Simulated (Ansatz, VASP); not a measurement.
# PbS in VASP and in Ansatz

INCAR

```
SYSTEM = PbS
PREC = Accurate
ENCUT = 520
EDIFF = 1E-6
ISMEAR = -1
SIGMA = 0.05
LREAL = .FALSE.
LASPH = .TRUE.
NELM = 80
ALGO = Normal
ISIF = 2
LWAVE = .FALSE.
LCHARG = .FALSE.
GGA = CA
NBANDS = 28
```

Contents of KPOINTS:

```
Automatic mesh
0
G
  7 7 6
  0 0 0
```

Contents of POSCAR:

```
PbS
1.0
    2.0374927668     -5.8689911821      0.0000000000
    2.0374927668      5.8689911821      0.0000000000
    0.0000000000      0.0000000000      4.1919633476
Pb S
2 2
Direct
    0.1305633500      0.8694366500      0.2500000000
    0.8694366500      0.1305633500      0.7500000000
    0.3547970900      0.6452029100      0.2500000000
    0.6452029100      0.3547970900      0.7500000000
```

input.yaml

```yaml
crystal:
  lattice:
    - [2.0374927668, -5.8689911821, 0.0]
    - [2.0374927668, 5.8689911821, 0.0]
    - [0.0, 0.0, 4.1919633476]
  atoms:
    - { symbol: Pb, position: [0.13056335, 0.86943665, 0.25] }
    - { symbol: Pb, position: [0.86943665, 0.13056335, 0.75] }
    - { symbol: S, position: [0.35479709, 0.64520291, 0.25] }
    - { symbol: S, position: [0.64520291, 0.35479709, 0.75] }
kpoints:
  mp_grid: { grid: [7, 7, 6] }
scf:
  occupations: { method: fermi_dirac, width: 0.05 }
hamiltonian:
  xc: lda
  pseudopotentials: { kind: all_electron, lapw: { basis_error: 0.002 } }
output:
  forces: true
  stress: true
  eigenvalues: true
```

Change from the starting cell: volume scaled by 0.94.

Alike in both runs: task single point; functional LDA; k mesh 7 × 7 × 6; occupations fermi-dirac, width 0.05 eV; no spin polarisation.

```csv
,VASP,Ansatz
version,VASP 6.6.1,Ansatz 0.2.0
potentials or method,"VASP PAW LDA potentials, release 64 (Pb_d, S), cutoff 520 eV","all-electron LAPW, scalar-relativistic"
```

```csv
,VASP,Ansatz,Ansatz less VASP
gap on the k mesh at the Fermi level (eV),0.96,0.98,+0.014
least direct gap on the mesh (eV),1.26,1.28,+0.013
pressure (GPa),-0.1,-0.1,-0.04
"traceless stress, the component that is largest in VASP (GPa)",0.35,0.38,+0.029
rms of the force components (eV/Å),0.146,0.140,-0.0054
```

LDA's correlation is that of Perdew and Zunger in VASP and of Perdew and Wang (1992) in Ansatz. Atom by atom the forces differ by 0.006 eV/Å (rms over components). Ansatz ran all-electron here, and VASP with PAW potentials.

Neither program's run includes spin-orbit coupling.
